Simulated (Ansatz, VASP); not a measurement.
# In4Sb3As in VASP and in Ansatz

File INCAR:

```
PREC = Accurate
ENCUT = 520
EDIFF = 1E-7
ISMEAR = -1
SIGMA = 0.02
LREAL = F
LASPH = T
NELM = 60
ALGO = Normal
ISIF = 2
LWAVE = F
LCHARG = F
GGA = PE
NBANDS = 46
```

KPOINTS

```
Automatic mesh
0
Gamma
  4 4 4
```

File POSCAR:

```
In4Sb3As
1.0
   -3.1967943323      3.1967943323      6.3812888756
    3.1967943323     -3.1967943323      6.3812888756
    3.1967943323      3.1967943323     -6.3812888756
As In Sb
1 4 3
Direct
    0.0000000000      0.0000000000      0.0000000000
    0.6405060993      0.6405060993      0.5226899357
    0.8821838364      0.3594939007      0.0000000000
    0.1178161636      0.1178161636      0.4773100643
    0.3594939007      0.8821838364      0.0000000000
    0.2500000000      0.7500000000      0.5000000000
    0.5000000000      0.5000000000      0.0000000000
    0.7500000000      0.2500000000      0.5000000000
```

Input for Ansatz:

```yaml
crystal:
  lattice:
    - [-3.1967943323, 3.1967943323, 6.3812888756]
    - [3.1967943323, -3.1967943323, 6.3812888756]
    - [3.1967943323, 3.1967943323, -6.3812888756]
  atoms:
    - { symbol: As, position: [0.0, 0.0, 0.0] }
    - { symbol: In, position: [0.6405060993, 0.6405060993, 0.5226899357] }
    - { symbol: Sb, position: [0.25, 0.75, 0.5] }
    - { symbol: In, position: [0.8821838364, 0.3594939007, 0.0] }
    - { symbol: Sb, position: [0.5, 0.5, 0.0] }
    - { symbol: In, position: [0.1178161636, 0.1178161636, 0.4773100643] }
    - { symbol: Sb, position: [0.75, 0.25, 0.5] }
    - { symbol: In, position: [0.3594939007, 0.8821838364, 0.0] }
kpoints:
  mp_grid: { grid: [4, 4, 4] }
hamiltonian:
  xc: pbe
scf:
  occupations: { method: fermi_dirac, width: 0.02 }
  n_extra_bands: 6
output:
  forces: true
  stress: true
  eigenvalues: true
```

Alike in both runs: task single point; functional PBE; k mesh 4 × 4 × 4; occupations fermi-dirac, width 0.02 eV; no spin polarisation.

|  | VASP | Ansatz |
| --- | --- | --- |
| version | VASP 6.6.1 | Ansatz 0.2.0 |
| potentials or method | VASP PAW PBE potentials, release 64 (As, In_d, Sb) | plane waves, PAW |
| plane-wave cutoff (eV) | 520 | 420 |
| valence electrons in the cell | 72 | 112 |

```csv
,VASP,Ansatz,Ansatz less VASP
pressure (GPa),2.8,2.8,0.00
rms of the force components (eV/Å),0.006,0.009,+0.0027
```

VASP's potentials hold 72 valence electrons a cell and Ansatz's 112, so a difference there can come from the potentials and not from the codes.

Neither program's run includes spin-orbit coupling.
